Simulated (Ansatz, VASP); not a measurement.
**AgS: VASP beside Ansatz**

```
Ag S
1.0
     0.00000    2.66760    2.66760
     2.66760    0.00000    2.66760
     2.66760    2.66760    0.00000
Ag S
1 1
Direct
  0.00000 0.00000 0.00000
  0.50000 0.50000 0.50000
```

Alike in both runs: task single point; functional PBE; k mesh 18 × 18 × 18; occupations gaussian, width 0.1 eV; no spin polarisation.

|  | VASP | Ansatz |
| --- | --- | --- |
| version | VASP 6.6.1 | Ansatz 0.2.0 |
| potentials or method | VASP PAW PBE potentials, release 64 (Ag, S), cutoff 520 eV | scalar-relativistic, plane waves, PAW |
| valence electrons in the cell | 17 | 25 |

Ansatz gave:

| Property | Result |
| --- | --- |
| gap on the k mesh at the Fermi level (eV) | none |
| pressure (GPa) | -2.3 |

Estimate VASP's values.

gap on the k mesh at the Fermi level (eV): none; pressure (GPa): -2.4.

A gap of «none» marks a metal or a gap that the smearing closes. VASP's potentials hold 17 valence electrons a cell and Ansatz's 25, so a difference there can come from the potentials and not from the codes.
